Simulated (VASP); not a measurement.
# Be3TeO2 (P4mm) in VASP: notebook

The runs below take Be3TeO2 through single point, with PBE.

All numbers are computed with VASP 6.6.1; they aren't measurements. Logs are shortened: lines on timing, memory, paths and dates and some standing lists are left out, and cuts for length are marked.

## Step 1: The cell of the first run

It takes space group P4mm (No. 99, tetragonal). The conventional cell has a = 3.915 Å, b = 3.915 Å, c = 5.403 Å, α = 90.00°, β = 90.00°, γ = 90.00°. Within 2.6 Å of Be (site symmetry 2mm) lie 2 O at 1.98 Å and 2 Te at 2.49 Å. Be (site symmetry 4mm) has 2 O at 1.44 to 1.61 Å within 1.9 Å. Within 3.4 Å of Te (site symmetry 4mm) lie 8 Be at 2.49 to 2.80 Å and 8 O at 3.02 to 3.32 Å. O (site symmetry 4mm) has 5 Be at 1.61 to 1.98 Å within 2.1 Å. Within 1.9 Å of O (site symmetry 4mm) lie 1 Be at 1.44 Å.

The cell was built from a structure type or drawn by symmetry, and may not be a known phase.

## Step 2: Single point, PBE

Contents of INCAR:

```
  ALGO = Normal
  EDIFF = 1E-6
  ENCUT = 520
  GGA = PE
  ISIF = 2
  ISMEAR = 0
  LASPH = True
  LCHARG = True
  LELF = True
  LREAL = False
  LVHAR = True
  LWAVE = False
  NBANDS = 21
  NELM = 100
  PREC = Accurate
  SIGMA = 0.1
```

Contents of KPOINTS:

```
k-points
0
Gamma
  4 4 4
```

Contents of POSCAR:

```
Be3TeO2
1.0
    3.9152179527      0.0000000000      0.0000000000
    0.0000000000      3.9152179527      0.0000000000
    0.0000000000      0.0000000000      5.4027919954
Be Te O
3 1 2
Direct
    0.0000000000      0.5000000000      1.0970556667
    0.5000000000      0.0000000000      1.0970556667
    0.5000000000      0.5000000000      0.7400251529
    0.0000000000      0.0000000000      0.8130105567
    0.5000000000      0.5000000000      0.0382913937
    0.5000000000      0.5000000000      0.4742290532
```

Potentials or basis: VASP PAW PBE potentials, release 64 (Be, Te, O).

Command:

```
$ cat potpaw_PBE.64/Be/POTCAR potpaw_PBE.64/Te/POTCAR potpaw_PBE.64/O/POTCAR > POTCAR
$ mpirun -np 1 vasp_std > vasp.out
```

OUTCAR:

```text
EDIFF = 1E-6
   ENCUT = 520
   GGA = PE
   ISIF = 2
   ISMEAR = 0
   LASPH = True
   LREAL = False
   NELM = 100
   PREC = Accurate

 ion  position               nearest neighbor table
   1  0.000  0.500  0.097-   5 1.98   5 1.98   4 2.49   4 2.49
   2  0.500  0.000  0.097-   5 1.98   5 1.98   4 2.49   4 2.49
   3  0.500  0.500  0.740-   6 1.44   5 1.61   4 2.80   4 2.80   4 2.80   4 2.80
   4  0.000  0.000  0.813-   1 2.49   2 2.49   1 2.49   2 2.49   3 2.80   3 2.80   3 2.80   3 2.80

   5  0.500  0.500  0.038-   3 1.61   2 1.98   1 1.98   2 1.98   1 1.98
   6  0.500  0.500  0.474-   3 1.44

  LATTYP: Found a simple tetragonal cell.
 ALAT       =     3.9152179527
 C/A-ratio  =     1.3799466749

  Lattice vectors:

 A1 = (   3.9152179527,   0.0000000000,   0.0000000000)
 A2 = (   0.0000000000,   3.9152179527,   0.0000000000)
 A3 = (   0.0000000000,   0.0000000000,   5.4027919954)

Analysis of symmetry for initial positions (statically):
=====================================================================
 Subroutine PRICEL returns:
 Original cell was already a primitive cell.

 Routine SETGRP: Setting up the symmetry group for a
 simple tetragonal supercell.

 Subroutine GETGRP returns: Found  8 space group operations
 (whereof  8 operations were pure point group operations)
 out of a pool of 16 trial point group operations.

The static configuration has the point symmetry C_4v.

Analysis of symmetry for dynamics (positions and initial velocities):
=====================================================================
 Subroutine PRICEL returns:
 Original cell was already a primitive cell.

 Routine SETGRP: Setting up the symmetry group for a
 simple tetragonal supercell.

 Subroutine GETGRP returns: Found  8 space group operations
 (whereof  8 operations were pure point group operations)
 out of a pool of 16 trial point group operations.

The dynamic configuration has the point symmetry C_4v.

 Subroutine INISYM returns: Found  8 space group operations
 (whereof  8 operations are pure point group operations),
 and found     1 'primitive' translations

----------------------------------------------------------------------------------------

                                     Primitive cell

  volume of cell :      82.8190

  direct lattice vectors                    reciprocal lattice vectors
     3.915217953  0.000000000  0.000000000     0.255413622  0.000000000  0.000000000
     0.000000000  3.915217953  0.000000000     0.000000000  0.255413622  0.000000000
     0.000000000  0.000000000  5.402791995     0.000000000  0.000000000  0.185089487

  length of vectors
     3.915217953  3.915217953  5.402791995     0.255413622  0.255413622  0.185089487

  position of ions in fractional coordinates (direct lattice)
     0.000000000  0.500000000  0.097055667
     0.500000000  0.000000000  0.097055667
     0.500000000  0.500000000  0.740025153
     0.000000000  0.000000000  0.813010557
     0.500000000  0.500000000  0.038291394
     0.500000000  0.500000000  0.474229053

  ion indices of the primitive-cell ions
   primitive index   ion index
                 1           1
                 2           2
                 3           3
                 4           4
                 5           5
                 6           6

----------------------------------------------------------------------------------------

 KPOINTS: k-points

Automatic generation of k-mesh.
 Grid dimensions read from file:
 generate k-points for:    4    4    4

 Generating k-lattice:

  Cartesian coordinates                     Fractional coordinates (reciprocal lattice)
     0.063853406  0.000000000  0.000000000     0.250000000  0.000000000  0.000000000
     0.000000000  0.063853406  0.000000000     0.000000000  0.250000000  0.000000000
     0.000000000  0.000000000  0.046272372     0.000000000  0.000000000  0.250000000

  Length of vectors
     0.063853406  0.063853406  0.046272372

  Shift w.r.t. Gamma in fractional coordinates (k-lattice)
     0.000000000  0.000000000  0.000000000

 Subroutine IBZKPT returns following result:
 ===========================================

 Found     18 irreducible k-points:

 Following reciprocal coordinates:
            Coordinates               Weight
  0.000000  0.000000  0.000000      1.000000
  0.250000  0.000000  0.000000      4.000000
  0.500000  0.000000  0.000000      2.000000
  0.250000  0.250000  0.000000      4.000000
  0.500000  0.250000  0.000000      4.000000
  0.500000  0.500000  0.000000      1.000000
[... 10 lines left out ...]
  0.500000  0.250000  0.500000      4.000000
  0.500000  0.500000  0.500000      1.000000
   k-points           NKPTS =     18   k-points in BZ     NKDIM =     18   number of bands    NBANDS=     21
   number of dos      NEDOS =    301   number of ions     NIONS =      6
   total plane-waves  NPLWV =  36000
   dimension x,y,z NGX =    30 NGY =   30 NGZ =   40
   dimension x,y,z NGXF=    60 NGYF=   60 NGZF=   80
   ions per type =               3   1   2
   NGX,Y,Z   is equivalent  to a cutoff of  12.74, 12.74, 12.31 a.u.
   NGXF,Y,Z  is equivalent  to a cutoff of  25.48, 25.48, 24.62 a.u.
 SYSTEM =  unknown system
   PREC   = accura    normal or accurate (medium, high low for compatibility)
   ISTART =      0    job   : 0-new  1-cont  2-samecut
   ICHARG =      2    charge: 1-file 2-atom 10-const
   ISPIN  =      1    spin polarized calculation?
   LNONCOLLINEAR =      F non collinear calculations
   LSORBIT =      F    spin-orbit coupling
   LASPH  =      T    aspherical Exc in radial PAW
   ENCUT  =  520.0 eV  38.22 Ry    6.18 a.u.   7.28  7.28 10.05*2*pi/ulx,y,z
   NELM   =    100;   NELMIN=  2; NELMDL= -5     # of ELM steps
   EDIFF  = 0.1E-05   stopping-criterion for ELM
   LREAL  =      F    real-space projection
   EDIFFG = 0.1E-04   stopping-criterion for IOM
   NSW    =      0    number of steps for IOM
   IBRION =     -1    ionic relax: 0-MD 1-quasi-New 2-CG
   NFREE  =      0    steps in history (QN), initial steepest desc. (CG)
   ISIF   =      2    stress and relaxation
   ISYM   =      2    0-nonsym 1-usesym 2-fastsym
   POTIM  = 0.5000    time-step for ionic-motion
   TEBEG  =    0.0;   TEEND  =   0.0 temperature during run
   PSTRESS=    0.0 pullay stress
   NELECT =      24.0000    total number of electrons
   NUPDOWN=      -1.0000    fix difference up-down
   EMIN   =  10.00;   EMAX   =-10.00  energy-range for DOS
   EFERMI =   0.00;   METHOD = LEGACY
   ISMEAR =     0;   SIGMA  =   0.10  broadening in eV -4-tet -1-fermi 0-gaus
   EFERMI_NEDOS =   21; number of points for ismear=-14 and -15
   IALGO  =     38    algorithm
   IMIX   =      4    mixing-type and parameters
     AMIX     =   0.40;   BMIX     =  1.00
     AMIX_MAG =   1.60;   BMIX_MAG =  1.00
  volume/ion in A,a.u.               =      13.80        93.15
  Fermi-wavevector in a.u.,A,eV,Ry     =   1.083349  2.047233 15.968421  1.173646
  Thomas-Fermi vector in A             =   2.219413
   LORBIT       =      0    0 simple, 1 ext, 2 COOP (PROOUT), +10 PAW based schemes
   GGA     = PE    functional components
   LHFCALC =     F    Hartree Fock is set to
   AEXX    =    0.0000 exact exchange contribution
   IVDW    =     0    specifies the selected vdW correction
   LEPSILON=     F    determine dielectric tensor
   LRPA    =     F    only Hartree local field effects (RPA)
 non-spin polarized calculation
 Gauss-broadening in eV      SIGMA  =   0.10
  energy-cutoff  :      520.00
  volume of cell :       82.82
 maximum number of plane-waves:      2248
 NGX is ok and might be reduce to    30
   NGX = 15   NGY = 15   NGZ = 21

 number of electron      23.9999997 magnetization

 Free energy of the ion-electron system (eV)
  ---------------------------------------------------
  ext. energy  EPLUGINS =         0.00000000
  ---------------------------------------------------
  free energy    TOTEN  =       -27.57132914 eV

  energy without entropy =      -27.57132914  energy(sigma->0) =      -27.57132914

 E-fermi :   4.7496     XC(G=0):  -9.4030

 val. band max:        4.2336972470   @ k =   0.0000   0.0000   0.5000
 cond. band min:       5.2089860641   @ k =   0.0000   0.0000   0.0000
 fundamental gap:      0.9752888171
 Fermi energy:         4.7495527472

 k-point     1 :       0.0000    0.0000    0.0000
  band No.  band energies     occupation
      1     -14.9543      2.00000
      2     -11.9554      2.00000
      3      -7.3637      2.00000
      4      -1.8813      2.00000
      5      -1.8813      2.00000
      6      -1.4114      2.00000
[... 13 lines left out ...]
     20      13.7958      0.00000
     21      13.8782      0.00000

 k-point     2 :       0.2500    0.0000    0.0000
  band No.  band energies     occupation
      1     -14.9064      2.00000
      2     -11.9263      2.00000
      3      -7.4596      2.00000
      4      -2.1468      2.00000
      5      -1.6001      2.00000
      6      -0.8811      2.00000
[... 13 lines left out ...]
     20      12.8756      0.00000
     21      13.5168      0.00000

 k-point     3 :       0.5000    0.0000    0.0000
  band No.  band energies     occupation
      1     -14.8572      2.00000
      2     -11.8961      2.00000
      3      -7.5670      2.00000
      4      -1.9048      2.00000
      5      -1.2508      2.00000
      6      -1.1015      2.00000
[... 13 lines left out ...]
     20      11.8035      0.00000
     21      13.4654      0.00000
[... 313 lines left out ...]
 k-point    17 :       0.5000    0.2500    0.5000
  band No.  band energies     occupation
      1     -14.8447      2.00000
      2     -11.8611      2.00000
      3      -7.1205      2.00000
      4      -2.5140      2.00000
      5      -1.9082      2.00000
      6      -1.0710      2.00000
[... 13 lines left out ...]
     20      12.0315      0.00000
     21      13.3454      0.00000

 k-point    18 :       0.5000    0.5000    0.5000
  band No.  band energies     occupation
      1     -14.8262      2.00000
      2     -11.8353      2.00000
      3      -6.5539      2.00000
      4      -3.0428      2.00000
      5      -3.0428      2.00000
      6      -0.9548      2.00000
[... 13 lines left out ...]
     20      12.5802      0.00000
     21      13.0888      0.00000

------------------------ aborting loop because EDIFF is reached ----------------------------------------

  FORCE on cell =-STRESS in cart. coord.  units (eV):
  Direction    XX          YY          ZZ          XY          YZ          ZX
  --------------------------------------------------------------------------------------
  -------------------------------------------------------------------------------------
  Total        0.0226391      0.0226391      0.1359487      0.0000000      0.0000000      0.0000000
  in kB        0.4379648      0.4379648      2.6299983      0.0000000      0.0000000      0.0000000
  external PRESSURE =       1.1686426 kB  Pullay stress =       0.0000000 kB

 VOLUME and BASIS-vectors are now :
 -----------------------------------------------------------------------------
  energy-cutoff  :      520.00
  volume of cell :       82.82
      direct lattice vectors                 reciprocal lattice vectors
     3.915217953  0.000000000  0.000000000     0.255413622  0.000000000  0.000000000
     0.000000000  3.915217953  0.000000000     0.000000000  0.255413622  0.000000000
     0.000000000  0.000000000  5.402791995     0.000000000  0.000000000  0.185089487

 POSITION                                       TOTAL-FORCE (eV/Angst)
 -----------------------------------------------------------------------------------
      0.00000      1.95761      0.52437         0.000000      0.000000      0.026183
      1.95761      0.00000      0.52437         0.000000      0.000000      0.026183
      1.95761      1.95761      3.99820         0.000000      0.000000     -0.047158
      0.00000      0.00000      4.39253        -0.000000      0.000000     -0.034797
      1.95761      1.95761      0.20688         0.000000     -0.000000      0.003977
      1.95761      1.95761      2.56216         0.000000     -0.000000      0.025611
 -----------------------------------------------------------------------------------
    total drift:                                0.000000      0.000000     -0.001064

  FREE ENERGIE OF THE ION-ELECTRON SYSTEM (eV)
  ---------------------------------------------------
  free  energy   TOTEN  =       -27.5713291359 eV

  energy  without entropy=      -27.5713291359  energy(sigma->0) =      -27.57132914
```

It took 16 s on 1 thread of Intel Xeon 6975P-C (Granite Rapids), shared host; peak memory 0.19 GiB.

What came out:

* Free energy: -27.5713 eV
* Pressure: 0.1 GPa
* Largest force: 0.047 eV/Å
* Band gap on the k mesh: 0.98 eV (least direct gap 1.10 eV)

Forces on the atoms (eV/Å):
```
Be   0.000  0.000  0.026
Be   0.000  0.000  0.026
Be   0.000  0.000 -0.047
Te   0.000  0.000 -0.035
O    0.000  0.000  0.004
O    0.000  0.000  0.026
```

Caveat: spin-orbit coupling is left out, which moves the levels of the heavy elements. A k mesh can miss the band edges.

## Step 3: Single point, PBE

This run uses another cell than the first one, of 14.36 Å³/atom.

Contents of INCAR:

```
  ALGO = Normal
  EDIFF = 1E-6
  ENCUT = 520
  GGA = PE
  ISIF = 2
  ISMEAR = 0
  LASPH = T
  LCHARG = F
  LREAL = F
  LWAVE = F
  NBANDS = 21
  NELM = 60
  PREC = Accurate
  SIGMA = 0.1
```

KPOINTS is that of step 2.

Contents of POSCAR:

```
Be3TeO2
1.0
    4.5094308900      0.0000000000      0.0000000000
    0.0000000000      4.5094308900      0.0000000000
    0.0000000000      0.0000000000      4.2383487600
Be Te O
3 1 2
Direct
    0.0000000000      0.5000000000      0.8937637300
    0.5000000000      0.0000000000      0.8937637300
    0.5000000000      0.5000000000      0.8905835900
    0.0000000000      0.0000000000      0.6619870700
    0.5000000000      0.5000000000      0.3004124700
    0.5000000000      0.5000000000      0.6191569000
```

Potentials or basis: VASP PAW PBE potentials, release 64 (Be, Te, O).

Command:

```
$ cat potpaw_PBE.64/Be/POTCAR potpaw_PBE.64/Te/POTCAR potpaw_PBE.64/O/POTCAR > POTCAR
$ mpirun -np 1 vasp_std > vasp.out
```

OUTCAR:

```text
EDIFF = 1E-6
   ENCUT = 520
   GGA = PE
   ISIF = 2
   ISMEAR = 0
   LASPH = T
   LREAL = F
   NELM = 60
   PREC = Accurate

 ion  position               nearest neighbor table
   1  0.000  0.500  0.894-   3 2.25   3 2.25   4 2.46   4 2.46
   2  0.500  0.000  0.894-   3 2.25   3 2.25   4 2.46   4 2.46
   3  0.500  0.500  0.891-   6 1.15   5 1.74   1 2.25   2 2.25   2 2.25   1 2.25
   4  0.000  0.000  0.662-   1 2.46   2 2.46   1 2.46   2 2.46
   5  0.500  0.500  0.300-   6 1.35   3 1.74
   6  0.500  0.500  0.619-   3 1.15   5 1.35

[... 630 lines left out ...]
  -------------------------------------------------------------------------------------
  Total        3.1524443      3.1524443     24.7897549      0.0000000      0.0000000      0.0000000
  in kB       58.6027296     58.6027296    460.8320271      0.0000000      0.0000000      0.0000000
  external PRESSURE =     192.6791621 kB  Pullay stress =       0.0000000 kB

 VOLUME and BASIS-vectors are now :
 -----------------------------------------------------------------------------
  energy-cutoff  :      520.00
  volume of cell :       86.19
      direct lattice vectors                 reciprocal lattice vectors
     4.509430890  0.000000000  0.000000000     0.221757473  0.000000000  0.000000000
     0.000000000  4.509430890  0.000000000     0.000000000  0.221757473  0.000000000
     0.000000000  0.000000000  4.238348760     0.000000000  0.000000000  0.235940942

 POSITION                                       TOTAL-FORCE (eV/Angst)
 -----------------------------------------------------------------------------------
      0.00000      2.25472      3.78808        -0.000000     -0.000000      0.441604
      2.25472      0.00000      3.78808         0.000000     -0.000000      0.441604
      2.25472      2.25472      3.77460        -0.000000     -0.000000     17.230978
      0.00000      0.00000      2.80573         0.000000     -0.000000     -0.218431
      2.25472      2.25472      1.27325        -0.000000      0.000000     -2.496289
      2.25472      2.25472      2.62420        -0.000000      0.000000    -15.399468
 -----------------------------------------------------------------------------------
    total drift:                                0.000000      0.000000      0.000271

  FREE ENERGIE OF THE ION-ELECTRON SYSTEM (eV)
  ---------------------------------------------------
  free  energy   TOTEN  =       -19.5424901535 eV

  energy  without entropy=      -19.5377653068  energy(sigma->0) =      -19.54012773
```

OSZICAR:

```text
N       E                     dE             d eps       ncg     rms          rms(c)
DAV:   1     0.111694205131E+03    0.11169E+03   -0.10765E+04   756   0.985E+02
DAV:   2    -0.127693109409E+02   -0.12446E+03   -0.11931E+03   982   0.207E+02
DAV:   3    -0.227368746216E+02   -0.99676E+01   -0.97521E+01  1019   0.626E+01
DAV:   4    -0.228874460357E+02   -0.15057E+00   -0.14997E+00   912   0.811E+00
DAV:   5    -0.228892445429E+02   -0.17985E-02   -0.17977E-02  1014   0.857E-01    0.125E+01
DAV:   6    -0.199612566112E+02    0.29280E+01   -0.13086E+01   890   0.239E+01    0.607E+00
DAV:   7    -0.196175515199E+02    0.34371E+00   -0.16940E+00   876   0.843E+00    0.344E+00
DAV:   8    -0.195433032072E+02    0.74248E-01   -0.37292E-01   887   0.395E+00    0.129E+00
DAV:   9    -0.195421577515E+02    0.11455E-02   -0.44409E-02   866   0.156E+00    0.639E-01
DAV:  10    -0.195424096648E+02   -0.25191E-03   -0.56956E-03   886   0.513E-01    0.226E-01
DAV:  11    -0.195424958005E+02   -0.86136E-04   -0.86045E-04   918   0.214E-01    0.407E-02
DAV:  12    -0.195424865950E+02    0.92056E-05   -0.91987E-05   936   0.822E-02    0.167E-02
DAV:  13    -0.195424888631E+02   -0.22682E-05   -0.21587E-05   912   0.337E-02    0.696E-03
DAV:  14    -0.195424902016E+02   -0.13385E-05   -0.46603E-06   836   0.136E-02    0.281E-03
DAV:  15    -0.195424901535E+02    0.48166E-07   -0.25840E-07   508   0.441E-03
   1 F= -.19542490E+02 E0= -.19540128E+02  d E =-.472485E-02
```

stdout:

```text
POSCAR found type information on POSCAR BeTeO
 POSCAR found :  3 types and       6 ions
 scaLAPACK will be used
 LDA part: xc-table for (Slater+PW92), standard interpolation
 POSCAR, INCAR and KPOINTS ok, starting setup
 FFT: planning ... GRIDC
 FFT: planning ... GRID_SOFT
 FFT: planning ... GRID
 WAVECAR not read
 entering main loop
```

Run time: 16 s. Hardware: 1 thread of Intel Xeon 6975P-C (Granite Rapids), shared host; peak memory 0.2 GiB.

Results:

```yaml
Free_energy: -19.5425 eV
Pressure: 19.3 GPa
Largest_force: 17.231 eV/Å
Band_gap_on_the_k_mesh: zero (bands 12 and 13 overlap by 0.49 eV)
```

Forces on the atoms (eV/Å):
```
Be    0.000   0.000   0.442
Be    0.000   0.000   0.442
Be    0.000   0.000  17.231
Te    0.000   0.000  -0.218
O     0.000   0.000  -2.496
O     0.000   0.000 -15.399
```

Stress tensor (GPa, compression positive):
```
 5.86  0.00  0.00
 0.00  5.86  0.00
 0.00  0.00 46.08
```

Levels at points of the mesh, in eV from the Fermi level:
```csv
k point,band 10,band 11,band 12,band 13,band 14,band 15
"(0.00, 0.00, 0.00)",-2.79,-2.79,-1.09,-0.44,1.51,1.51
"(0.50, 0.00, 0.00)",-2.90,-2.67,0.06,0.38,0.65,2.13
"(0.50, 0.50, 0.00)",-3.03,-2.20,-1.28,1.02,1.02,3.18
"(0.00, 0.00, 0.50)",-2.78,-2.78,-0.47,-0.26,1.89,2.41
"(0.50, 0.00, 0.50)",-3.76,-2.91,-1.51,1.20,1.86,2.16
"(0.50, 0.50, 0.50)",-2.94,-2.94,-2.13,0.58,0.58,4.14
```

Caveat: the k points lie up to 0.37 Å⁻¹ apart; semilocal functionals underestimate gaps, so a narrow gap can read as zero; spin-orbit coupling is left out, which moves the levels of the heavy elements; forces of over 1 eV/Å act on the atoms, so gaps and moduli don't describe the material at rest.
